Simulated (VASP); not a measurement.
A run of VASP 6.6.1 is set up as follows.

INCAR

```
SYSTEM = WSe3
ALGO = Normal
EDIFF = 1E-6
EDIFFG = -0.01
ENCUT = 600
GGA = PE
IBRION = 2
ISIF = 3
ISMEAR = 0
LASPH = .True.
LCHARG = .False.
LREAL = .False.
LWAVE = .False.
NELM = 60
NSW = 100
PREC = Accurate
SIGMA = 0.1
```

The input KPOINTS:

```
k-points
0
Gamma
  12 12 12
  0 0 0
```

The input POSCAR:

```
WSe3
1.0
    0.0000000000      3.2731049155      3.2731049155
    3.2731049155      0.0000000000      3.2731049155
    3.2731049155      3.2731049155      0.0000000000
W Se
1 3
Direct
    0.0000000000      0.0000000000      0.0000000000
    0.5000000000      0.5000000000      0.5000000000
    0.2500000000      0.2500000000      0.2500000000
    0.7500000000      0.7500000000      0.7500000000
```

Potentials or basis: VASP PAW PBE potentials, release 64 (W_sv, Se).

Run with:

```sh
$ cat potpaw_PBE.64/W_sv/POTCAR potpaw_PBE.64/Se/POTCAR > POTCAR
$ mpirun -np 1 vasp_std > vasp.out
```

Problem. Predict the band gap on the k mesh.

Solution. Zero (band 16 reaches 8.90 eV, above the bottom of band 17 at 7.02 eV).

Final structure:
```yaml
crystal:
  lattice:
    - [0.00000, 3.27310, 3.27310]
    - [3.27310, 0.00000, 3.27310]
    - [3.27310, 3.27310, 0.00000]
  atoms:
    - { symbol: W, position: [0.00000, 0.00000, 0.00000] }
    - { symbol: Se, position: [0.50000, 0.50000, 0.50000] }
    - { symbol: Se, position: [0.25000, 0.25000, 0.25000] }
    - { symbol: Se, position: [0.75000, 0.75000, 0.75000] }
```

Caveat: the relaxation stopped at its first step, so nothing moved; spin-orbit coupling is left out, which moves the levels of the heavy elements.
